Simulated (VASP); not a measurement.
A run of VASP 6.6.1 is set up as follows.

The input INCAR:

```
PREC = Accurate
ENCUT = 520
EDIFF = 1E-6
ISMEAR = 0
SIGMA = 0.15
LREAL = False
LASPH = True
NELM = 100
ALGO = Normal
ISIF = 2
LWAVE = False
LCHARG = True
GGA = PE
IVDW = 12
LELF = True
LVHAR = True
NBANDS = 30
```

File KPOINTS:

```
regular mesh
0
Gamma
  12 12 12
```

The input POSCAR:

```
Ga3Se
1.0
    4.2587561610      0.0000000000      0.0000000000
    0.0000000000      4.2587561610      0.0000000000
    0.0000000000      0.0000000000      4.3236103157
Ga Se
3 1
Direct
    0.0000000000      0.5000000000      0.5000000000
    0.5000000000      0.0000000000      0.5000000000
    0.5000000000      0.5000000000      0.0000000000
    0.0000000000      0.0000000000      0.0000000000
```

Potentials or basis: VASP PAW PBE potentials, release 64 (Ga_d, Se).

Run with:

```sh
$ cat potpaw_PBE.64/Ga_d/POTCAR potpaw_PBE.64/Se/POTCAR > POTCAR
$ mpirun -np 1 vasp_std > vasp.out
```

**Question.** Estimate the band gap on the k mesh.

**Answer.** Zero (an odd number of electrons rules out a gap without spin polarisation).

**Question.** Estimate the dispersion energy per atom.

**Answer.** -0.326 eV.

**Question.** What does it give for the pressure?

**Answer.** 1.6 GPa.

Caveat: the cell differs from its parent crystal (strain -0.015 along x and y, +0.000 along z).
